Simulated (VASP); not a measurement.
# Cd (P6_3/mmc) in VASP: single point with PBEsol

Aim: the single point of Cd with PBEsol.

Program: VASP 6.6.1. These are calculated values, not measurements. Logs are shortened: lines on timing, memory, paths and dates and some standing lists are left out, and cuts for length are marked.

### 1 The cell of the first run

It takes space group P6_3/mmc (No. 194, hexagonal). The conventional cell has a = 2.944 Å, b = 2.944 Å, c = 5.613 Å, α = 90.00°, β = 90.00°, γ = 120.00°. Within 3.9 Å of Cd (site symmetry -6m2) lie 12 Cd at 2.94 to 3.28 Å.

### 2 Single point, PBEsol

File INCAR:

```
ALGO     = Normal         # electronic algorithm
EDIFF    = 1E-6           # SCF threshold, eV
ENCUT    = 500            # plane-wave cutoff, eV
GGA      = PS             # functional
GGA_COMPAT= F            
ISIF     = 2              # what is computed and relaxed
ISMEAR   = 0              # smearing method
LASPH    = T              # aspherical terms in the spheres
LCHARG   = F              # write CHGCAR
LREAL    = F              # projectors in reciprocal space
LWAVE    = F              # write WAVECAR
NBANDS   = 19             # bands
NELM     = 120            # most SCF steps
PREC     = Accurate       # precision mode
SIGMA    = 0.1            # smearing width, eV
```

File KPOINTS:

```
k-points
0
Gamma
  6 6 4
```

File POSCAR:

```
Cd
1.0
    2.9437531082      0.0000000000      0.0000000000
   -1.4718765541      2.5493649742      0.0000000000
    0.0000000000      0.0000000000      5.6126118013
Cd
2
Direct
    0.3333333333      0.6666666667      0.2500000000
    0.6666666667      0.3333333333      0.7500000000
```

Potentials or basis: VASP PAW PBE potentials, release 64 (Cd).

Launch:

```
cat potpaw_PBE.64/Cd/POTCAR > POTCAR
mpirun -np 1 vasp_std > vasp.out
```

OUTCAR:

```text
EDIFF = 1E-6
   ENCUT = 500
   GGA = PS
   ISIF = 2
   ISMEAR = 0
   LASPH = T
   LREAL = F
   NELM = 120
   PREC = Accurate

 ion  position               nearest neighbor table
   1  0.333  0.667  0.250-   2 3.28   2 3.28   2 3.28   2 3.28   2 3.28   2 3.28
   2  0.667  0.333  0.750-   1 3.28   1 3.28   1 3.28   1 3.28   1 3.28   1 3.28

  LATTYP: Found a hexagonal cell.
 ALAT       =     2.9437531082
 C/A-ratio  =     1.9066177071

  Lattice vectors:

 A1 = (   2.9437531082,   0.0000000000,   0.0000000000)
 A2 = (  -1.4718765541,   2.5493649742,   0.0000000000)
 A3 = (   0.0000000000,   0.0000000000,   5.6126118013)

Analysis of symmetry for initial positions (statically):
=====================================================================
 Subroutine PRICEL returns:
 Original cell was already a primitive cell.

 Routine SETGRP: Setting up the symmetry group for a
 hexagonal supercell.

 Subroutine GETGRP returns: Found 24 space group operations
 (whereof 12 operations were pure point group operations)
 out of a pool of 24 trial point group operations.

The static configuration has the point symmetry D_3d.
 The point group associated with its full space group is D_6h.

Analysis of symmetry for dynamics (positions and initial velocities):
=====================================================================
 Subroutine PRICEL returns:
 Original cell was already a primitive cell.

 Routine SETGRP: Setting up the symmetry group for a
 hexagonal supercell.

 Subroutine GETGRP returns: Found 24 space group operations
 (whereof 12 operations were pure point group operations)
 out of a pool of 24 trial point group operations.

The dynamic configuration has the point symmetry D_3d.
 The point group associated with its full space group is D_6h.

 Subroutine INISYM returns: Found 24 space group operations
 (whereof 12 operations are pure point group operations),
 and found     1 'primitive' translations

----------------------------------------------------------------------------------------

                                     Primitive cell

  volume of cell :      42.1210

  direct lattice vectors                    reciprocal lattice vectors
     2.943753108  0.000000000  0.000000000     0.339702401  0.196127273  0.000000000
    -1.471876554  2.549364974  0.000000000     0.000000000  0.392254546  0.000000000
     0.000000000  0.000000000  5.612611801     0.000000000  0.000000000  0.178170170

  length of vectors
     2.943753108  2.943753108  5.612611801     0.392254546  0.392254546  0.178170170

  position of ions in fractional coordinates (direct lattice)
     0.333333333  0.666666667  0.250000000
     0.666666667  0.333333333  0.750000000

  ion indices of the primitive-cell ions
   primitive index   ion index
                 1           1
                 2           2

----------------------------------------------------------------------------------------

 KPOINTS: k-points

Automatic generation of k-mesh.
 Grid dimensions read from file:
 generate k-points for:    6    6    4

 Generating k-lattice:

  Cartesian coordinates                     Fractional coordinates (reciprocal lattice)
     0.056617067  0.032687879  0.000000000     0.166666667 -0.000000000  0.000000000
     0.000000000  0.065375758  0.000000000     0.000000000  0.166666667  0.000000000
     0.000000000  0.000000000  0.044542543     0.000000000  0.000000000  0.250000000

  Length of vectors
     0.065375758  0.065375758  0.044542543

  Shift w.r.t. Gamma in fractional coordinates (k-lattice)
     0.000000000  0.000000000  0.000000000

 Subroutine IBZKPT returns following result:
 ===========================================

 Found     21 irreducible k-points:

 Following reciprocal coordinates:
            Coordinates               Weight
  0.000000  0.000000  0.000000      1.000000
  0.166667  0.000000  0.000000      6.000000
  0.333333 -0.000000  0.000000      6.000000
  0.500000 -0.000000  0.000000      3.000000
  0.166667  0.166667  0.000000      6.000000
  0.333333  0.166667  0.000000     12.000000
[... 13 lines left out ...]
  0.333333  0.166667  0.500000     12.000000
  0.333333  0.333333  0.500000      2.000000
   k-points           NKPTS =     21   k-points in BZ     NKDIM =     21   number of bands    NBANDS=     19
   number of dos      NEDOS =    301   number of ions     NIONS =      2
   total plane-waves  NPLWV =  24192
   dimension x,y,z NGX =    24 NGY =   24 NGZ =   42
   dimension x,y,z NGXF=    48 NGYF=   48 NGZF=   84
   ions per type =               2
   NGX,Y,Z   is equivalent  to a cutoff of  13.55, 13.55, 12.44 a.u.
   NGXF,Y,Z  is equivalent  to a cutoff of  27.11, 27.11, 24.88 a.u.
 SYSTEM =  unknown system
   PREC   = accura    normal or accurate (medium, high low for compatibility)
   ISTART =      0    job   : 0-new  1-cont  2-samecut
   ICHARG =      2    charge: 1-file 2-atom 10-const
   ISPIN  =      1    spin polarized calculation?
   LNONCOLLINEAR =      F non collinear calculations
   LSORBIT =      F    spin-orbit coupling
   LASPH  =      T    aspherical Exc in radial PAW
   ENCUT  =  500.0 eV  36.75 Ry    6.06 a.u.   5.37  5.37 10.23*2*pi/ulx,y,z
   NELM   =    120;   NELMIN=  2; NELMDL= -5     # of ELM steps
   EDIFF  = 0.1E-05   stopping-criterion for ELM
   LREAL  =      F    real-space projection
   EDIFFG = 0.1E-04   stopping-criterion for IOM
   NSW    =      0    number of steps for IOM
   IBRION =     -1    ionic relax: 0-MD 1-quasi-New 2-CG
   NFREE  =      0    steps in history (QN), initial steepest desc. (CG)
   ISIF   =      2    stress and relaxation
   ISYM   =      2    0-nonsym 1-usesym 2-fastsym
   POTIM  = 0.5000    time-step for ionic-motion
   TEBEG  =    0.0;   TEEND  =   0.0 temperature during run
   PSTRESS=    0.0 pullay stress
   NELECT =      24.0000    total number of electrons
   NUPDOWN=      -1.0000    fix difference up-down
   EMIN   =  10.00;   EMAX   =-10.00  energy-range for DOS
   EFERMI =   0.00;   METHOD = LEGACY
   ISMEAR =     0;   SIGMA  =   0.10  broadening in eV -4-tet -1-fermi 0-gaus
   EFERMI_NEDOS =   21; number of points for ismear=-14 and -15
   IALGO  =     38    algorithm
   IMIX   =      4    mixing-type and parameters
     AMIX     =   0.40;   BMIX     =  1.00
     AMIX_MAG =   1.60;   BMIX_MAG =  1.00
  volume/ion in A,a.u.               =      21.06       142.12
  Fermi-wavevector in a.u.,A,eV,Ry     =   1.357206  2.564747 25.062043  1.842008
  Thomas-Fermi vector in A             =   2.484144
   LORBIT       =      0    0 simple, 1 ext, 2 COOP (PROOUT), +10 PAW based schemes
   GGA     = PS    functional components
   LHFCALC =     F    Hartree Fock is set to
   AEXX    =    0.0000 exact exchange contribution
   IVDW    =     0    specifies the selected vdW correction
   LEPSILON=     F    determine dielectric tensor
   LRPA    =     F    only Hartree local field effects (RPA)
 non-spin polarized calculation
 Gauss-broadening in eV      SIGMA  =   0.10
  energy-cutoff  :      500.00
  volume of cell :       42.12
 maximum number of plane-waves:      1082
 NGX is ok and might be reduce to    24
   NGX = 11   NGY = 11   NGZ = 21

 number of electron      24.0000003 magnetization

 Free energy of the ion-electron system (eV)
  ---------------------------------------------------
  ext. energy  EPLUGINS =         0.00000000
  ---------------------------------------------------
  free energy    TOTEN  =        -2.36550502 eV

  energy without entropy =       -2.36117063  energy(sigma->0) =       -2.36333783

 E-fermi :   3.3224     XC(G=0): -11.3364

 val. band max:        3.1449876313   @ k =   0.5000  -0.0000   0.5000
 cond. band min:       3.3790028176   @ k =   0.3333   0.3333   0.2500
 fundamental gap:      0.2340151863
 Fermi energy:         3.3224333005

 k-point     1 :       0.0000    0.0000    0.0000
  band No.  band energies     occupation
      1      -6.9891      2.00000
      2      -6.7293      2.00000
      3      -6.2932      2.00000
      4      -6.2932      2.00000
      5      -6.2413      2.00000
      6      -6.2413      2.00000
[... 11 lines left out ...]
     18      18.2874      0.00000
     19      18.9082      0.00000

 k-point     2 :       0.1667    0.0000    0.0000
  band No.  band energies     occupation
      1      -6.7750      2.00000
      2      -6.5283      2.00000
      3      -6.3985      2.00000
      4      -6.2395      2.00000
      5      -6.0311      2.00000
      6      -5.9882      2.00000
[... 11 lines left out ...]
     18      17.1288      0.00000
     19      17.2462      0.00000

 k-point     3 :       0.3333   -0.0000    0.0000
  band No.  band energies     occupation
      1      -6.9760      2.00000
      2      -6.7760      2.00000
      3      -6.4998      2.00000
      4      -6.0824      2.00000
      5      -6.0752      2.00000
      6      -5.9292      2.00000
[... 11 lines left out ...]
     18      16.2763      0.00000
     19      17.1786      0.00000

 k-point     4 :       0.5000   -0.0000    0.0000
  band No.  band energies     occupation
      1      -7.1332      2.00000
      2      -6.9365      2.00000
      3      -6.7285      2.00000
      4      -6.2277      2.00000
      5      -5.9964      2.00000
      6      -5.9012      2.00000
[... 11 lines left out ...]
     18      16.0546      0.00000
     19      16.0571      0.00000

 k-point     5 :       0.1667    0.1667    0.0000
  band No.  band energies     occupation
      1      -6.5803      2.00000
      2      -6.5535      2.00000
      3      -6.3114      2.00000
      4      -6.3024      2.00000
      5      -6.1769      2.00000
      6      -6.1053      2.00000
[... 11 lines left out ...]
     18      14.4030      0.00000
     19      14.9756      0.00000

 k-point     6 :       0.3333    0.1667    0.0000
  band No.  band energies     occupation
      1      -6.8046      2.00000
      2      -6.6160      2.00000
      3      -6.6033      2.00000
      4      -6.2105      2.00000
      5      -6.0393      2.00000
      6      -5.9903      2.00000
[... 11 lines left out ...]
     18      12.6812      0.00000
     19      13.6451      0.00000

 k-point     7 :       0.3333    0.3333    0.0000
  band No.  band energies     occupation
      1      -6.5748      2.00000
      2      -6.2518      2.00000
      3      -6.2518      2.00000
      4      -6.1993      2.00000
      5      -6.1993      2.00000
      6      -6.1760      2.00000
[... 11 lines left out ...]
     18       8.4552      0.00000
     19      10.7618      0.00000

 k-point     8 :       0.0000    0.0000    0.2500
  band No.  band energies     occupation
      1      -6.9509      2.00000
      2      -6.7660      2.00000
      3      -6.2938      2.00000
      4      -6.2938      2.00000
      5      -6.2558      2.00000
      6      -6.2558      2.00000
[... 190 lines left out ...]
 k-point    17 :       0.3333   -0.0000    0.5000
  band No.  band energies     occupation
      1      -6.8669      2.00000
      2      -6.8669      2.00000
      3      -6.5216      2.00000
      4      -6.5216      2.00000
      5      -5.7223      2.00000
      6      -5.7223      2.00000
[... 11 lines left out ...]
     18      14.2131      0.00000
     19      16.6511      0.00000

 k-point    18 :       0.5000   -0.0000    0.5000
  band No.  band energies     occupation
      1      -7.0270      2.00000
      2      -7.0270      2.00000
      3      -6.6754      2.00000
      4      -6.6754      2.00000
      5      -5.7511      2.00000
      6      -5.7511      2.00000
[... 11 lines left out ...]
     18      13.2155      0.00000
     19      14.9290      0.00000

 k-point    19 :       0.1667    0.1667    0.5000
  band No.  band energies     occupation
      1      -6.5462      2.00000
      2      -6.5462      2.00000
      3      -6.4071      2.00000
      4      -6.4071      2.00000
      5      -6.1446      2.00000
      6      -6.1446      2.00000
[... 11 lines left out ...]
     18      11.2427      0.00000
     19      20.0828      0.00000

 k-point    20 :       0.3333    0.1667    0.5000
  band No.  band energies     occupation
      1      -6.7000      2.00000
      2      -6.7000      2.00000
      3      -6.5574      2.00000
      4      -6.5574      2.00000
      5      -5.9226      2.00000
      6      -5.9226      2.00000
[... 11 lines left out ...]
     18      11.0489      0.00000
     19      16.1009      0.00000

 k-point    21 :       0.3333    0.3333    0.5000
  band No.  band energies     occupation
      1      -6.4534      2.00000
      2      -6.4534      2.00000
      3      -6.2845      2.00000
      4      -6.2845      2.00000
      5      -6.0884      2.00000
      6      -6.0884      2.00000
[... 11 lines left out ...]
     18      12.9187      0.00000
     19      15.0515      0.00000

------------------------ aborting loop because EDIFF is reached ----------------------------------------

  FORCE on cell =-STRESS in cart. coord.  units (eV):
  Direction    XX          YY          ZZ          XY          YZ          ZX
  --------------------------------------------------------------------------------------
  -------------------------------------------------------------------------------------
  Total        0.4919498      0.4919498      0.1619344      0.0000000     -0.0000000      0.0000000
  in kB       18.7125492     18.7125492      6.1595833      0.0000000     -0.0000000      0.0000000
  external PRESSURE =      14.5282272 kB  Pullay stress =       0.0000000 kB

 VOLUME and BASIS-vectors are now :
 -----------------------------------------------------------------------------
  energy-cutoff  :      500.00
  volume of cell :       42.12
      direct lattice vectors                 reciprocal lattice vectors
     2.943753108  0.000000000  0.000000000     0.339702401  0.196127273  0.000000000
    -1.471876554  2.549364974  0.000000000     0.000000000  0.392254546  0.000000000
     0.000000000  0.000000000  5.612611801     0.000000000  0.000000000  0.178170170

 POSITION                                       TOTAL-FORCE (eV/Angst)
 -----------------------------------------------------------------------------------
     -0.00000      1.69958      1.40315         0.000000      0.000000      0.000000
      1.47188      0.84979      4.20946        -0.000000      0.000000      0.000000
 -----------------------------------------------------------------------------------
    total drift:                                0.000000     -0.000000      0.000000

  FREE ENERGIE OF THE ION-ELECTRON SYSTEM (eV)
  ---------------------------------------------------
  free  energy   TOTEN  =        -2.3655050241 eV

  energy  without entropy=       -2.3611706290  energy(sigma->0) =       -2.36333783
```

Run time: 19 s. Hardware: 1 thread of AMD EPYC 7R43 (Zen 3), shared host; peak memory 0.12 GiB.

What came out:

* Free energy: -2.3655 eV
* Pressure: 1.5 GPa
* Band gap on the k mesh: zero (bands 12 and 13 overlap by 4.21 eV)

Stress tensor (GPa, compression positive):
```
1.87 0.00 0.00
0.00 1.87 0.00
0.00 0.00 0.62
```

Caveat: the k points lie up to 0.41 Å⁻¹ apart, too coarse for converged energies and pressures of a metal; the PAW data sets were made with another functional, which shifts forces and pressure a little.
